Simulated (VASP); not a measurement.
# Na (I4/mmm) in VASP: single point with PBE

Aim: the single point of Na with PBE.

All numbers are computed with VASP 6.6.1; they aren't measurements. Logs are shortened: lines on timing, memory, paths and dates and some standing lists are left out, and cuts for length are marked.

**1. The cell of the first run**

Symmetry: I4/mmm, No. 139, tetragonal system. The conventional cell has a = 3.601 Å, b = 3.601 Å, c = 5.581 Å, α = 90.00°, β = 90.00°, γ = 90.00°. Within 4.7 Å of Na (site symmetry 4/mmm) lie 12 Na at 3.60 to 3.78 Å.

**2. Single point, PBE (biaxial strain in the a-b plane: -4.0 %, then relaxed in part)**

INCAR reads:

```
PREC = Accurate
ENCUT = 520
EDIFF = 1E-7
ISMEAR = 0
SIGMA = 0.1
LREAL = False
LASPH = True
NELM = 80
ALGO = Normal
ISIF = 2
LWAVE = False
LCHARG = True
GGA = PE
LELF = True
LVHAR = True
NBANDS = 14
```

KPOINTS reads:

```
Automatic mesh
0
Gamma
  12 12 8
```

POSCAR reads:

```
Na
1.0
    3.6007812119      0.0000000000      0.0000000000
    0.0000000000      3.6007812119      0.0000000000
    0.0000000000      0.0000000000      5.5814989527
Na
2
Direct
    0.0000000000      0.0000000000      0.0000000000
    0.5000000000      0.5000000000      0.5000000000
```

Potentials or basis: VASP PAW PBE potentials, release 64 (Na_pv).

On the command line:

```
$ cat potpaw_PBE.64/Na_pv/POTCAR > POTCAR
$ mpirun -np 1 vasp_std > vasp.out
```

OUTCAR:

```text
PREC = Accurate
   ENCUT = 520
   EDIFF = 1E-7
   ISMEAR = 0
   LREAL = False
   LASPH = True
   NELM = 80
   ISIF = 2
   GGA = PE

 ion  position               nearest neighbor table
   1  0.000  0.000  0.000-
   2  0.500  0.500  0.500-

  LATTYP: Found a simple tetragonal cell.
 ALAT       =     3.6007812119
 C/A-ratio  =     1.5500800033

  Lattice vectors:

 A1 = (   3.6007812119,   0.0000000000,   0.0000000000)
 A2 = (   0.0000000000,   3.6007812119,   0.0000000000)
 A3 = (   0.0000000000,   0.0000000000,   5.5814989527)

Analysis of symmetry for initial positions (statically):
=====================================================================
 Subroutine PRICEL returns following result:

  LATTYP: Found a body centered tetragonal cell.
 ALAT       =     3.6007812119
 C/A-ratio  =     1.5500800033

  Lattice vectors:

 A1 = (   1.8003906059,  -1.8003906059,  -2.7907494763)
 A2 = (  -1.8003906059,   1.8003906059,  -2.7907494764)
 A3 = (   1.8003906059,   1.8003906059,   2.7907494764)

   2 primitive cells build up your supercell.

 Routine SETGRP: Setting up the symmetry group for a
 simple tetragonal supercell.

 Subroutine GETGRP returns: Found 16 space group operations
 (whereof 16 operations were pure point group operations)
 out of a pool of 16 trial point group operations.

The static configuration has the point symmetry D_4h.

Analysis of symmetry for dynamics (positions and initial velocities):
=====================================================================
 Subroutine PRICEL returns following result:

  LATTYP: Found a body centered tetragonal cell.
 ALAT       =     3.6007812119
 C/A-ratio  =     1.5500800033

  Lattice vectors:

 A1 = (   1.8003906059,  -1.8003906059,  -2.7907494763)
 A2 = (  -1.8003906059,   1.8003906059,  -2.7907494764)
 A3 = (   1.8003906059,   1.8003906059,   2.7907494764)

   2 primitive cells build up your supercell.

 Routine SETGRP: Setting up the symmetry group for a
 simple tetragonal supercell.

 Subroutine GETGRP returns: Found 16 space group operations
 (whereof 16 operations were pure point group operations)
 out of a pool of 16 trial point group operations.

The dynamic configuration has the point symmetry D_4h.

 Subroutine INISYM returns: Found 16 space group operations
 (whereof 16 operations are pure point group operations),
 and found     2 'primitive' translations

----------------------------------------------------------------------------------------

                                     Primitive cell

  volume of cell :      36.1838

  direct lattice vectors                    reciprocal lattice vectors
     1.800390606 -1.800390606 -2.790749476     0.277717512  0.000000000 -0.179163341
    -1.800390606  1.800390606 -2.790749476     0.000000000  0.277717512 -0.179163341
     1.800390606  1.800390606  2.790749476     0.277717512  0.277717512  0.000000000

  length of vectors
     3.777710326  3.777710326  3.777710326     0.330494356  0.330494356  0.392751872

  position of ions in fractional coordinates (direct lattice)
     0.000000000  0.000000000  0.000000000

  ion indices of the primitive-cell ions
   primitive index   ion index
                 1           1

----------------------------------------------------------------------------------------

 KPOINTS: Automatic mesh

Automatic generation of k-mesh.
 Grid dimensions read from file:
 generate k-points for:   12   12    8

 Generating k-lattice:

  Cartesian coordinates                     Fractional coordinates (reciprocal lattice)
     0.023143126  0.000000000  0.000000000     0.083333333  0.000000000  0.000000000
     0.000000000  0.023143126  0.000000000     0.000000000  0.083333333  0.000000000
     0.000000000  0.000000000  0.022395418     0.000000000  0.000000000  0.125000000

  Length of vectors
     0.023143126  0.023143126  0.022395418

  Shift w.r.t. Gamma in fractional coordinates (k-lattice)
     0.000000000  0.000000000  0.000000000

 Subroutine IBZKPT returns following result:
 ===========================================

 Found    140 irreducible k-points:

 Following reciprocal coordinates:
            Coordinates               Weight
  0.000000  0.000000  0.000000      1.000000
  0.083333  0.000000  0.000000      4.000000
  0.166667  0.000000  0.000000      4.000000
  0.250000  0.000000  0.000000      4.000000
  0.333333  0.000000  0.000000      4.000000
  0.416667  0.000000  0.000000      4.000000
[... 16 lines left out ...]
  0.333333  0.333333  0.000000      4.000000
  0.416667  0.333333  0.000000      8.000000
 [... further k-points ...]
   k-points           NKPTS =    140   k-points in BZ     NKDIM =    140   number of bands    NBANDS=     14
   number of dos      NEDOS =    301   number of ions     NIONS =      2
   total plane-waves  NPLWV =  32928
   dimension x,y,z NGX =    28 NGY =   28 NGZ =   42
   dimension x,y,z NGXF=    56 NGYF=   56 NGZF=   84
   ions per type =               2
   NGX,Y,Z   is equivalent  to a cutoff of  12.93, 12.93, 12.51 a.u.
   NGXF,Y,Z  is equivalent  to a cutoff of  25.85, 25.85, 25.02 a.u.
 SYSTEM =  unknown system
   PREC   = accura    normal or accurate (medium, high low for compatibility)
   ISTART =      0    job   : 0-new  1-cont  2-samecut
   ICHARG =      2    charge: 1-file 2-atom 10-const
   ISPIN  =      1    spin polarized calculation?
   LNONCOLLINEAR =      F non collinear calculations
   LSORBIT =      F    spin-orbit coupling
   LASPH  =      T    aspherical Exc in radial PAW
   ENCUT  =  520.0 eV  38.22 Ry    6.18 a.u.   6.70  6.70 10.38*2*pi/ulx,y,z
   NELM   =     80;   NELMIN=  2; NELMDL= -5     # of ELM steps
   EDIFF  = 0.1E-06   stopping-criterion for ELM
   LREAL  =      F    real-space projection
   EDIFFG = 0.1E-05   stopping-criterion for IOM
   NSW    =      0    number of steps for IOM
   IBRION =     -1    ionic relax: 0-MD 1-quasi-New 2-CG
   NFREE  =      0    steps in history (QN), initial steepest desc. (CG)
   ISIF   =      2    stress and relaxation
   ISYM   =      2    0-nonsym 1-usesym 2-fastsym
   POTIM  = 0.5000    time-step for ionic-motion
   TEBEG  =    0.0;   TEEND  =   0.0 temperature during run
   PSTRESS=    0.0 pullay stress
   NELECT =      14.0000    total number of electrons
   NUPDOWN=      -1.0000    fix difference up-down
   EMIN   =  10.00;   EMAX   =-10.00  energy-range for DOS
   EFERMI =   0.00;   METHOD = LEGACY
   ISMEAR =     0;   SIGMA  =   0.10  broadening in eV -4-tet -1-fermi 0-gaus
   EFERMI_NEDOS =   21; number of points for ismear=-14 and -15
   IALGO  =     38    algorithm
   IMIX   =      4    mixing-type and parameters
     AMIX     =   0.40;   BMIX     =  1.00
     AMIX_MAG =   1.60;   BMIX_MAG =  1.00
  volume/ion in A,a.u.               =      36.18       244.18
  Fermi-wavevector in a.u.,A,eV,Ry     =   0.946824  1.789239 12.197300  0.896476
  Thomas-Fermi vector in A             =   2.074859
   LORBIT       =      0    0 simple, 1 ext, 2 COOP (PROOUT), +10 PAW based schemes
   GGA     = PE    functional components
   LHFCALC =     F    Hartree Fock is set to
   AEXX    =    0.0000 exact exchange contribution
   IVDW    =     0    specifies the selected vdW correction
   LEPSILON=     F    determine dielectric tensor
   LRPA    =     F    only Hartree local field effects (RPA)
 non-spin polarized calculation
 Gauss-broadening in eV      SIGMA  =   0.10
  energy-cutoff  :      520.00
  volume of cell :       72.37
 maximum number of plane-waves:      1972
 NGX is ok and might be reduce to    28
   NGX = 13   NGY = 13   NGZ = 21

 number of electron      14.0000012 magnetization

 Free energy of the ion-electron system (eV)
  ---------------------------------------------------
  ext. energy  EPLUGINS =         0.00000000
  ---------------------------------------------------
  free energy    TOTEN  =        -2.61896083 eV

  energy without entropy =       -2.61295400  energy(sigma->0) =       -2.61595742

 E-fermi :   0.3903     XC(G=0):  -6.5652

 val. band max:        0.3829343226   @ k =   0.4167   0.3333   0.0000
 cond. band min:       0.4114398710   @ k =   0.2500   0.2500   0.3750
 fundamental gap:      0.0285055483
 Fermi energy:         0.3903471288

 k-point     1 :       0.0000    0.0000    0.0000
  band No.  band energies     occupation
      1     -24.5158      2.00000
      2     -24.4930      2.00000
      3     -24.4930      2.00000
      4     -24.4829      2.00000
      5     -24.4829      2.00000
      6     -24.4824      2.00000
      7      -2.9306      2.00000
      8       1.6085      0.00000
      9       2.1528      0.00000
     10       7.3006      0.00000
     11       8.3605      0.00000
     12       8.3605      0.00000
     13      10.2441      0.00000
     14      11.4739      0.00000

 k-point     2 :       0.0833    0.0000    0.0000
  band No.  band energies     occupation
      1     -24.5151      2.00000
      2     -24.4947      2.00000
      3     -24.4927      2.00000
      4     -24.4849      2.00000
      5     -24.4829      2.00000
      6     -24.4827      2.00000
      7      -2.8471      2.00000
      8       1.6812      0.00000
      9       2.2301      0.00000
     10       6.3888      0.00000
     11       8.4275      0.00000
     12       8.6677      0.00000
     13      10.5710      0.00000
     14      10.8868      0.00000

 k-point     3 :       0.1667    0.0000    0.0000
  band No.  band energies     occupation
      1     -24.5129      2.00000
      2     -24.4992      2.00000
      3     -24.4917      2.00000
      4     -24.4905      2.00000
      5     -24.4839      2.00000
      6     -24.4830      2.00000
      7      -2.5977      2.00000
      8       1.8998      0.00000
      9       2.4509      0.00000
     10       4.9999      0.00000
     11       8.6288      0.00000
     12       9.0112      0.00000
     13       9.0254      0.00000
     14       9.7297      0.00000

 k-point     4 :       0.2500    0.0000    0.0000
  band No.  band energies     occupation
      1     -24.5095      2.00000
      2     -24.5053      2.00000
      3     -24.4982      2.00000
      4     -24.4903      2.00000
      5     -24.4858      2.00000
      6     -24.4832      2.00000
      7      -2.1847      2.00000
      8       2.2649      0.00000
      9       2.7005      0.00000
     10       3.7687      0.00000
     11       7.6054      0.00000
     12       8.4761      0.00000
     13       8.9649      0.00000
     14       9.4498      0.00000

 k-point     5 :       0.3333    0.0000    0.0000
  band No.  band energies     occupation
      1     -24.5111      2.00000
      2     -24.5061      2.00000
      3     -24.5053      2.00000
      4     -24.4887      2.00000
      5     -24.4886      2.00000
      6     -24.4837      2.00000
      7      -1.6122      2.00000
      8       2.0831      0.00000
      9       2.7776      0.00000
     10       3.6655      0.00000
     11       6.3345      0.00000
[... 276 lines left out ...]
 k-point    22 :       0.5000    0.2500    0.0000
  band No.  band energies     occupation
      1     -24.5159      2.00000
      2     -24.5159      2.00000
      3     -24.4969      2.00000
      4     -24.4969      2.00000
      5     -24.4949      2.00000
      6     -24.4949      2.00000
      7       0.6930      0.00002
      8       0.6930      0.00002
      9       4.9098      0.00000
     10       4.9098      0.00000
     11       5.4873      0.00000
     12       5.4873      0.00000
     13       6.7902      0.00000
     14       6.7902      0.00000

 k-point    23 :       0.3333    0.3333    0.0000
  band No.  band energies     occupation
      1     -24.5137      2.00000
      2     -24.5116      2.00000
      3     -24.5015      2.00000
      4     -24.4991      2.00000
      5     -24.4987      2.00000
      6     -24.4907      2.00000
      7      -0.3263      2.00000
      8       3.1018      0.00000
      9       3.4607      0.00000
     10       3.9504      0.00000
     11       5.3689      0.00000
     12       6.8714      0.00000
     13       7.1640      0.00000
     14       7.8660      0.00000

 k-point    24 :       0.4167    0.3333    0.0000
  band No.  band energies     occupation
      1     -24.5166      2.00000
      2     -24.5155      2.00000
      3     -24.5018      2.00000
      4     -24.5003      2.00000
      5     -24.4966      2.00000
      6     -24.4922      2.00000
      7       0.3829      1.08349
      8       2.2043      0.00000
      9       3.9967      0.00000
     10       4.6110      0.00000
     11       5.7842      0.00000
     12       5.9285      0.00000
     13       6.3464      0.00000
     14       7.3976      0.00000

 [... further k-points ...]

------------------------ aborting loop because EDIFF is reached ----------------------------------------

  FORCE on cell =-STRESS in cart. coord.  units (eV):
  Direction    XX          YY          ZZ          XY          YZ          ZX
  --------------------------------------------------------------------------------------
  -------------------------------------------------------------------------------------
  Total        0.1367715      0.1367715     -0.0123197      0.0000000     -0.0000000      0.0000000
  in kB        3.0280415      3.0280415     -0.2727500      0.0000000     -0.0000000      0.0000000
  external PRESSURE =       1.9277777 kB  Pullay stress =       0.0000000 kB

 VOLUME and BASIS-vectors are now :
 -----------------------------------------------------------------------------
  energy-cutoff  :      520.00
  volume of cell :       72.37
      direct lattice vectors                 reciprocal lattice vectors
     3.600781212  0.000000000  0.000000000     0.277717512  0.000000000  0.000000000
     0.000000000  3.600781212  0.000000000     0.000000000  0.277717512  0.000000000
     0.000000000  0.000000000  5.581498953     0.000000000  0.000000000  0.179163341

 POSITION                                       TOTAL-FORCE (eV/Angst)
 -----------------------------------------------------------------------------------
      0.00000      0.00000      0.00000        -0.000000      0.000000      0.000000
      1.80039      1.80039      2.79075         0.000000     -0.000000     -0.000000
 -----------------------------------------------------------------------------------
    total drift:                                0.000000      0.000000      0.000000

  FREE ENERGIE OF THE ION-ELECTRON SYSTEM (eV)
  ---------------------------------------------------
  free  energy   TOTEN  =        -2.6189608309 eV

  energy  without entropy=       -2.6129540008  energy(sigma->0) =       -2.61595742
```

Wall time 36 s (1 thread of Intel Xeon 6975P-C (Granite Rapids), shared host); peak memory 0.23 GiB.

Results:

```yaml
Free_energy: -2.6190 eV
Pressure: 0.2 GPa
Band_gap_on_the_k_mesh: zero (band 7 reaches 3.61 eV, above the bottom of band 8 at -1.70 eV)
```

Caveat: the cell differs from its parent crystal (biaxial strain in the a-b plane: -4.0 %, then relaxed in part).
